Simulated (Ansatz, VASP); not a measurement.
One calculation of CuO, two programs

```
Cu O
1.0
     2.08300   -2.08045    0.16633
     2.08300    2.08045    0.16633
    -0.41023    0.00000    5.13497
Cu O
2 2
Direct
  0.99425 0.49425 0.00185
  0.49425 0.99425 0.50185
  0.49426 0.49424 0.25185
  0.49424 0.49426 0.75185
```

Alike in both runs: functional PBE; k mesh 14 × 14 × 8; occupations gaussian, width 0.1 eV; no spin polarisation.

Ansatz relaxed the structure, and its values are those at the end. VASP's run is a single point on that final structure, the one shown.

|  | VASP | Ansatz |
| --- | --- | --- |
| version | VASP 6.6.1 | Ansatz 0.2.0 |
| potentials or method | VASP PAW PBE potentials, release 64 (Cu, O), cutoff 520 eV | scalar-relativistic, plane waves, PAW |
| valence electrons in the cell | 34 | 50 |

```tsv
	VASP	Ansatz	Ansatz less VASP
gap on the k mesh at the Fermi level (eV)	none	none	-
pressure (GPa)	0.7	0.0	-0.65
```

A gap of «none» marks a metal or a gap that the smearing closes. VASP's potentials hold 34 valence electrons a cell and Ansatz's 50, so a difference there can come from the potentials and not from the codes. Ansatz's warnings: structure snapped to symmetry.
